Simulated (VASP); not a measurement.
ScPbBr5: single point with r2SCAN+rVV10

Crystal: ScPbBr5.

```xyz
7
Lattice="5.0276 0.0000 0.0000 0.0000 5.0276 0.0000 0.0000 0.0000 7.5789" Properties=species:S:1:pos:R:3 pbc="T T T"
Sc    2.5138    2.5138    0.0000
Pb    0.0000    0.0000    3.7895
Br    0.0000    2.5138    1.9487
Br    0.0000    2.5138    5.6302
Br    2.5138    0.0000    1.9487
Br    2.5138    0.0000    5.6302
Br    0.0000    0.0000    0.0000
```

```
Program                : VASP 6.6.1
Task                   : single point
Functional             : r2SCAN
Dispersion             : rVV10
Potentials or basis    : VASP PAW PBE potentials, release 64 (Sc_sv, Pb_d, Br)
Cutoff                 : 520 eV
k mesh                 : 6 × 6 × 4
Occupations            : fermi-dirac, width 0.03 eV
Spin                   : no spin polarisation
Dipole correction      : no
Further INCAR settings : ALGO = Normal; EDIFF = 1e-06; NBANDS = 39
```

```json
{"Pressure": "0.1 GPa", "Band gap on the k mesh": "0.05 eV (least direct gap 0.19 eV)"}
```

Levels at points of the mesh, in eV from the valence-band top:
```tsv
k point	band 28	band 29	band 30	band 31	band 32	band 33
(0.00, 0.00, 0.00)	-1.89	-1.71	-1.71	0.05	0.07	0.69
(0.50, 0.00, 0.00)	-1.82	-1.56	-0.61	0.27	0.59	0.72
(0.50, 0.50, 0.00)	-1.61	-1.61	-0.75	0.18	0.40	0.59
(0.00, 0.00, 0.50)	-1.01	-1.01	-0.95	0.05	0.07	0.69
(0.50, 0.00, 0.50)	-1.14	-0.95	-0.56	0.45	0.57	0.74
(0.50, 0.50, 0.50)	-0.79	-0.79	0.00	0.19	0.21	0.37
```

Wall time 22 min on 1 thread of AMD EPYC 7R13, with other jobs on the host, peak memory 0.78 GiB.

Caveat: the smearing spreads over this small gap; the PAW data sets were made with another functional, which shifts forces and pressure a little; spin-orbit coupling is left out, which moves the levels of the heavy elements. A k mesh can miss the band edges.
